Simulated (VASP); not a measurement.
Input of a VASP 6.6.1 run:

The input INCAR:

```
PREC = Accurate
ENCUT = 600
EDIFF = 1E-7
ISMEAR = 0
SIGMA = 0.1
LREAL = F
LASPH = T
NELM = 80
ALGO = Normal
ISIF = 3
LWAVE = F
LCHARG = F
GGA = PE
IBRION = 2
NSW = 90
EDIFFG = -0.04
```

File KPOINTS:

```
Automatic mesh
0
Gamma
  2 6 6
```

POSCAR

```
HfC
1.0
    8.9028880993      0.0000000000      0.0000000000
    0.0000000000      3.1125997665      0.0000000000
    0.0000000000      0.0000000000      3.6668983551
Hf C
4 4
Direct
    0.1210000000      0.2500000000      0.1060000000
    0.8790000000      0.7500000000      0.8940000000
    0.3790000000      0.7500000000      0.6060000000
    0.6210000000      0.2500000000      0.3940000000
    0.8520000000      0.2500000000      0.5030000000
    0.1480000000      0.7500000000      0.4970000000
    0.6480000000      0.7500000000      0.0030000000
    0.3520000000      0.2500000000      0.9970000000
```

Potentials or basis: VASP PAW PBE potentials, release 64 (Hf_pv, C).

Launch:

```console
$ cat potpaw_PBE.64/Hf_pv/POTCAR potpaw_PBE.64/C/POTCAR > POTCAR
$ mpirun -np 1 vasp_std > vasp.out
```

(1) Predict the relaxed volume.

(2) Estimate the space group after relaxing (to 0.1 Å).

Answers

(1) 12.56 Å³/atom.

(2) Fm-3m (No. 225).
